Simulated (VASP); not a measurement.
# Ho2Sb2N (Immm) in VASP: single point with PBE

Aim: the single point of Ho2Sb2N with PBE.

All numbers are computed with VASP 6.6.1; they aren't measurements. Logs are shortened: lines on timing, memory, paths and dates and some standing lists are left out, and cuts for length are marked.

## 1. The cell of the first run

It takes space group Immm (No. 71, orthorhombic). The conventional cell has a = 3.380 Å, b = 7.759 Å, c = 8.858 Å, α = 90.00°, β = 90.00°, γ = 90.00°. Within 3.4 Å of Ho (site symmetry m2m) lie 2 N at 2.30 Å and 3 Ho at 3.11 to 3.38 Å and 6 Sb at 3.24 to 3.31 Å. Sb (site symmetry mm2) has 3 Sb at 3.01 to 3.38 Å and 6 Ho at 3.24 to 3.31 Å and 2 N at 3.38 Å within 4.0 Å. N (site symmetry mmm) has 4 Ho at 2.30 Å within 3.0 Å.

The cell was generated, and may not be a known phase.

## 2. Single point, PBE

Contents of INCAR:

```
PREC     = Accurate       # precision mode
ENCUT    = 600            # plane-wave cutoff, eV
EDIFF    = 1E-6           # SCF threshold, eV
ISMEAR   = 0              # smearing method
SIGMA    = 0.2            # smearing width, eV
LREAL    = F              # projectors in reciprocal space
LASPH    = T              # aspherical terms in the spheres
NELM     = 200            # most SCF steps
ALGO     = Normal         # electronic algorithm
ISIF     = 2              # what is computed and relaxed
LWAVE    = F              # write WAVECAR
LCHARG   = F              # write CHGCAR
GGA      = PE             # functional
NBANDS   = 24             # bands
GGA_COMPAT= F            
LMAXMIX  = 6              # l up to which the mixer works
```

Contents of KPOINTS:

```
regular mesh
0
Gamma
  5 5 5
```

Contents of POSCAR:

```
Ho2Sb2N
1.0
   -1.6902117913      4.4287730259      3.8797414998
    1.6902117913     -4.4287730259      3.8797414998
    1.6902117913      4.4287730259     -3.8797414998
Ho Sb N
2 2 1
Direct
    0.2006619390      0.7006619390      0.5000000000
    0.7993380610      0.2993380610      0.5000000000
    0.6700313225      0.5000000000      0.1700313225
    0.3299686775      0.5000000000      0.8299686775
    0.0000000000      0.0000000000      0.0000000000
```

Potentials or basis: VASP PAW PBE potentials, release 64 (Ho_3, Sb, N), 4f in core.

Command:

```console
$ cat potpaw_PBE.64/Ho_3/POTCAR potpaw_PBE.64/Sb/POTCAR potpaw_PBE.64/N/POTCAR > POTCAR
$ mpirun -np 1 vasp_std > vasp.out
```

OUTCAR:

```text
PREC = Accurate
   ENCUT = 600
   EDIFF = 1E-6
   ISMEAR = 0
   LREAL = F
   LASPH = T
   NELM = 200
   ISIF = 2
   GGA = PE

 ion  position               nearest neighbor table
   1  0.201  0.701  0.500-   5 2.30   5 2.30   2 3.11   3 3.24   4 3.24   4 3.24   3 3.24   3 3.31
                             4 3.31
   2  0.799  0.299  0.500-   5 2.30   5 2.30   1 3.11   4 3.24   3 3.24   4 3.24   3 3.24   4 3.31
                             3 3.31
   3  0.670  0.500  0.170-   4 3.01   1 3.24   2 3.24   2 3.24   1 3.24   1 3.31   2 3.31
   4  0.330  0.500  0.830-   3 3.01   2 3.24   1 3.24   1 3.24   2 3.24   2 3.31   1 3.31
   5  0.000  0.000  0.000-   1 2.30   2 2.30   1 2.30   2 2.30

  LATTYP: Found a body centered orthorhombic cell.
 ALAT       =     3.3804235826
 B/A-ratio  =     2.2954173671
 C/A-ratio  =     2.6202473848

  Lattice vectors:

 A1 = (   1.6902117913,  -4.4287730259,  -3.8797414998)
 A2 = (  -1.6902117913,  -4.4287730259,   3.8797414998)
 A3 = (  -1.6902117913,   4.4287730259,  -3.8797414998)

Analysis of symmetry for initial positions (statically):
=====================================================================
 Subroutine PRICEL returns:
 Original cell was already a primitive cell.

 Routine SETGRP: Setting up the symmetry group for a
 body centered orthorhombic supercell.

 Subroutine GETGRP returns: Found  8 space group operations
 (whereof  8 operations were pure point group operations)
 out of a pool of  8 trial point group operations.

The static configuration has the point symmetry D_2h.

Analysis of symmetry for dynamics (positions and initial velocities):
=====================================================================
 Subroutine PRICEL returns:
 Original cell was already a primitive cell.

 Routine SETGRP: Setting up the symmetry group for a
 body centered orthorhombic supercell.

 Subroutine GETGRP returns: Found  8 space group operations
 (whereof  8 operations were pure point group operations)
 out of a pool of  8 trial point group operations.

The dynamic configuration has the point symmetry D_2h.

 Subroutine INISYM returns: Found  8 space group operations
 (whereof  8 operations are pure point group operations),
 and found     1 'primitive' translations

----------------------------------------------------------------------------------------

                                     Primitive cell

  volume of cell :     116.1682

  direct lattice vectors                    reciprocal lattice vectors
    -1.690211791  4.428773026  3.879741500     0.000000000  0.112898086  0.128874565
     1.690211791 -4.428773026  3.879741500     0.295820916  0.000000000  0.128874565
     1.690211791  4.428773026 -3.879741500     0.295820916  0.112898086  0.000000000

  length of vectors
     6.125621644  6.125621644  6.125621644     0.171331934  0.322674244  0.316632266

  position of ions in fractional coordinates (direct lattice)
     0.200661939  0.700661939  0.500000000
     0.799338061  0.299338061  0.500000000
     0.670031323  0.500000000  0.170031323
     0.329968677  0.500000000  0.829968677
     0.000000000  0.000000000  0.000000000

  ion indices of the primitive-cell ions
   primitive index   ion index
                 1           1
                 2           2
                 3           3
                 4           4
                 5           5

----------------------------------------------------------------------------------------

 KPOINTS: regular mesh

Automatic generation of k-mesh.
 Grid dimensions read from file:
 generate k-points for:    5    5    5

 Generating k-lattice:

  Cartesian coordinates                     Fractional coordinates (reciprocal lattice)
     0.000000000  0.022579617  0.025774913     0.200000000 -0.000000000  0.000000000
     0.059164183  0.000000000  0.025774913    -0.000000000  0.200000000  0.000000000
     0.059164183  0.022579617  0.000000000     0.000000000  0.000000000  0.200000000

  Length of vectors
     0.034266387  0.064534849  0.063326453

  Shift w.r.t. Gamma in fractional coordinates (k-lattice)
     0.000000000  0.000000000  0.000000000

 Subroutine IBZKPT returns following result:
 ===========================================

 Found     27 irreducible k-points:

 Following reciprocal coordinates:
            Coordinates               Weight
  0.000000  0.000000  0.000000      1.000000
  0.200000  0.000000 -0.000000      4.000000
  0.400000  0.000000 -0.000000      4.000000
  0.000000  0.200000 -0.000000      4.000000
  0.200000  0.200000 -0.000000      8.000000
  0.400000  0.200000 -0.000000      8.000000
[... 16 lines left out ...]
 -0.400000 -0.200000  0.200000      4.000000
 -0.200000 -0.200000  0.200000      2.000000
 [... further k-points ...]
   k-points           NKPTS =     27   k-points in BZ     NKDIM =     27   number of bands    NBANDS=     24
   number of dos      NEDOS =    301   number of ions     NIONS =      5
   total plane-waves  NPLWV = 125000
   dimension x,y,z NGX =    50 NGY =   50 NGZ =   50
   dimension x,y,z NGXF=   100 NGYF=  100 NGZF=  100
   ions per type =               2   2   1
   NGX,Y,Z   is equivalent  to a cutoff of  13.57, 13.57, 13.57 a.u.
   NGXF,Y,Z  is equivalent  to a cutoff of  27.14, 27.14, 27.14 a.u.
 SYSTEM =  unknown system
   PREC   = accura    normal or accurate (medium, high low for compatibility)
   ISTART =      0    job   : 0-new  1-cont  2-samecut
   ICHARG =      2    charge: 1-file 2-atom 10-const
   ISPIN  =      1    spin polarized calculation?
   LNONCOLLINEAR =      F non collinear calculations
   LSORBIT =      F    spin-orbit coupling
   LASPH  =      T    aspherical Exc in radial PAW
   ENCUT  =  600.0 eV  44.10 Ry    6.64 a.u.  12.23 12.23 12.23*2*pi/ulx,y,z
   NELM   =    200;   NELMIN=  2; NELMDL= -5     # of ELM steps
   EDIFF  = 0.1E-05   stopping-criterion for ELM
   LREAL  =      F    real-space projection
   EDIFFG = 0.1E-04   stopping-criterion for IOM
   NSW    =      0    number of steps for IOM
   IBRION =     -1    ionic relax: 0-MD 1-quasi-New 2-CG
   NFREE  =      0    steps in history (QN), initial steepest desc. (CG)
   ISIF   =      2    stress and relaxation
   ISYM   =      2    0-nonsym 1-usesym 2-fastsym
   POTIM  = 0.5000    time-step for ionic-motion
   TEBEG  =    0.0;   TEEND  =   0.0 temperature during run
   PSTRESS=    0.0 pullay stress
   NELECT =      33.0000    total number of electrons
   NUPDOWN=      -1.0000    fix difference up-down
   EMIN   =  10.00;   EMAX   =-10.00  energy-range for DOS
   EFERMI =   0.00;   METHOD = LEGACY
   ISMEAR =     0;   SIGMA  =   0.20  broadening in eV -4-tet -1-fermi 0-gaus
   EFERMI_NEDOS =   21; number of points for ismear=-14 and -15
   IALGO  =     38    algorithm
   IMIX   =      4    mixing-type and parameters
     AMIX     =   0.40;   BMIX     =  1.00
     AMIX_MAG =   1.60;   BMIX_MAG =  1.00
  volume/ion in A,a.u.               =      23.23       156.79
  Fermi-wavevector in a.u.,A,eV,Ry     =   1.076177  2.033680 15.757681  1.158157
  Thomas-Fermi vector in A             =   2.212054
   LORBIT       =      0    0 simple, 1 ext, 2 COOP (PROOUT), +10 PAW based schemes
   GGA     = PE    functional components
   LHFCALC =     F    Hartree Fock is set to
   AEXX    =    0.0000 exact exchange contribution
   IVDW    =     0    specifies the selected vdW correction
   LEPSILON=     F    determine dielectric tensor
   LRPA    =     F    only Hartree local field effects (RPA)
 non-spin polarized calculation
 Gauss-broadening in eV      SIGMA  =   0.20
  energy-cutoff  :      600.00
  volume of cell :      116.17
 maximum number of plane-waves:      3902
 NGX is ok and might be reduce to    50
   NGX = 25   NGY = 25   NGZ = 25

 number of electron      33.0000000 magnetization

 Free energy of the ion-electron system (eV)
  ---------------------------------------------------
  ext. energy  EPLUGINS =         0.00000000
  ---------------------------------------------------
  free energy    TOTEN  =       -30.12895766 eV

  energy without entropy =      -30.07848921  energy(sigma->0) =      -30.10372343

 E-fermi :   5.8081     XC(G=0): -10.2685

 val. band max:        5.8080297039   @ k =   0.4000   0.0000  -0.0000
 cond. band min:       5.8131411903   @ k =  -0.4000  -0.4000   0.2000
 fundamental gap:      0.0051114864
 Fermi energy:         5.8080817599

 k-point     1 :       0.0000    0.0000    0.0000
  band No.  band energies     occupation
      1     -18.4801      2.00000
      2     -18.2001      2.00000
      3     -18.1549      2.00000
      4     -17.8282      2.00000
      5     -17.7970      2.00000
      6     -17.7062      2.00000
[... 16 lines left out ...]
     23       9.9454      0.00000
     24      10.2534      0.00000

 k-point     2 :       0.2000    0.0000   -0.0000
  band No.  band energies     occupation
      1     -18.4749      2.00000
      2     -18.2052      2.00000
      3     -18.1510      2.00000
      4     -17.8358      2.00000
      5     -17.7969      2.00000
      6     -17.7064      2.00000
[... 16 lines left out ...]
     23       9.7250      0.00000
     24      10.4154      0.00000

 k-point     3 :       0.4000    0.0000   -0.0000
  band No.  band energies     occupation
      1     -18.4662      2.00000
      2     -18.2124      2.00000
      3     -18.1460      2.00000
      4     -17.8483      2.00000
      5     -17.7968      2.00000
      6     -17.7067      2.00000
[... 16 lines left out ...]
     23       9.9291      0.00000
     24       9.9994      0.00000

 k-point     4 :       0.0000    0.2000   -0.0000
  band No.  band energies     occupation
      1     -18.4266      2.00000
      2     -18.1831      2.00000
      3     -18.1313      2.00000
      4     -18.0260      2.00000
      5     -17.9066      2.00000
      6     -17.8068      2.00000
[... 16 lines left out ...]
     23       9.5346      0.00000
     24      10.0589      0.00000

 k-point     5 :       0.2000    0.2000   -0.0000
  band No.  band energies     occupation
      1     -18.4195      2.00000
      2     -18.1894      2.00000
      3     -18.1267      2.00000
      4     -18.0240      2.00000
      5     -17.9076      2.00000
      6     -17.8180      2.00000
[... 16 lines left out ...]
     23       9.7252      0.00000
     24       9.9202      0.00000

 k-point     6 :       0.4000    0.2000   -0.0000
  band No.  band energies     occupation
      1     -18.4207      2.00000
      2     -18.1932      2.00000
      3     -18.1241      2.00000
      4     -18.0241      2.00000
      5     -17.9074      2.00000
      6     -17.8175      2.00000
[... 16 lines left out ...]
     23       9.8314      0.00000
     24       9.9983      0.00000
[... 379 lines left out ...]
 k-point    21 :       0.2000   -0.2000    0.2000
  band No.  band energies     occupation
      1     -18.4830      2.00000
      2     -18.2112      2.00000
      3     -18.1462      2.00000
      4     -17.8272      2.00000
      5     -17.7977      2.00000
      6     -17.7058      2.00000
[... 16 lines left out ...]
     23      10.2036      0.00000
     24      10.2554      0.00000

 k-point    22 :       0.4000   -0.2000    0.2000
  band No.  band energies     occupation
      1     -18.4787      2.00000
      2     -18.2195      2.00000
      3     -18.1400      2.00000
      4     -17.8344      2.00000
      5     -17.7979      2.00000
      6     -17.7058      2.00000
[... 16 lines left out ...]
     23       9.9616      0.00000
     24      10.2813      0.00000

 k-point    23 :      -0.4000   -0.2000    0.2000
  band No.  band energies     occupation
      1     -18.4677      2.00000
      2     -18.2195      2.00000
      3     -18.1399      2.00000
      4     -17.8477      2.00000
      5     -17.7972      2.00000
      6     -17.7065      2.00000
[... 16 lines left out ...]
     23       9.9587      0.00000
     24      10.3966      0.00000

 k-point    24 :      -0.2000   -0.2000    0.2000
  band No.  band energies     occupation
      1     -18.4653      2.00000
      2     -18.2113      2.00000
      3     -18.1462      2.00000
      4     -17.8487      2.00000
      5     -17.7966      2.00000
      6     -17.7069      2.00000
[... 16 lines left out ...]
     23      10.1379      0.00000
     24      10.2508      0.00000

 [... further k-points ...]

------------------------ aborting loop because EDIFF is reached ----------------------------------------

  FORCE on cell =-STRESS in cart. coord.  units (eV):
  Direction    XX          YY          ZZ          XY          YZ          ZX
  --------------------------------------------------------------------------------------
  -------------------------------------------------------------------------------------
  Total        0.3034062      0.2616434      0.5277929      0.0000000      0.0000000      0.0000000
  in kB        4.1845394      3.6085530      7.2792520      0.0000000      0.0000000      0.0000000
  external PRESSURE =       5.0241148 kB  Pullay stress =       0.0000000 kB

 VOLUME and BASIS-vectors are now :
 -----------------------------------------------------------------------------
  energy-cutoff  :      600.00
  volume of cell :      116.17
      direct lattice vectors                 reciprocal lattice vectors
    -1.690211791  4.428773026  3.879741500     0.000000000  0.112898086  0.128874565
     1.690211791 -4.428773026  3.879741500     0.295820916  0.000000000  0.128874565
     1.690211791  4.428773026 -3.879741500     0.295820916  0.112898086  0.000000000

 POSITION                                       TOTAL-FORCE (eV/Angst)
 -----------------------------------------------------------------------------------
      1.69021      0.00000      1.55703        -0.000000     -0.000000      0.039916
      0.00000      4.42877      2.32271         0.000000      0.000000     -0.039916
      0.00000      1.50606      3.87974         0.000000      0.028031     -0.000000
      1.69021      2.92271      0.00000        -0.000000     -0.028031      0.000000
      0.00000      0.00000      0.00000        -0.000000      0.000000      0.000000
 -----------------------------------------------------------------------------------
    total drift:                               -0.000000      0.000000     -0.000000

  FREE ENERGIE OF THE ION-ELECTRON SYSTEM (eV)
  ---------------------------------------------------
  free  energy   TOTEN  =       -30.1289576574 eV

  energy  without entropy=      -30.0784892103  energy(sigma->0) =      -30.10372343
```

Wall time 95 s (1 thread of Intel Xeon 6975P-C (Granite Rapids), shared host); peak memory 0.4 GiB.

What came out:

| Item | Value |
| --- | --- |
| Free energy | -30.1290 eV |
| Pressure | 0.5 GPa |
| Largest force | 0.040 eV/Å |
| Band gap on the k mesh | zero (an odd number of electrons rules out a gap without spin polarisation) |

Forces in eV/Å, atoms in the order of the input:
```
Ho   0.000  0.000  0.040
Ho   0.000  0.000 -0.040
Sb   0.000  0.028  0.000
Sb   0.000 -0.028  0.000
N    0.000  0.000  0.000
```

Levels at points of the mesh, in eV from the Fermi level:
```
           k point  band 14  band 15  band 16  band 17  band 18  band 19  band 20  band 21
(0.00, 0.00, 0.00)    -2.63    -1.55    -0.11     1.93     2.05     2.30     2.70     3.41
```

Caveat: the k points lie up to 0.40 Å⁻¹ apart, too coarse for converged energies and pressures of a metal; spin-orbit coupling is left out, which moves the levels of the heavy elements; the 4f electrons are frozen in the core, so they carry no moment and show no levels; an odd number of electrons without spin polarisation forces a metal; a magnetic or distorted state may lie lower; the run has no spin polarisation, though such a crystal can be magnetic. With open d or f shells a metallic result of PBE can be an artefact of self-interaction; +U or a hybrid may open a gap.
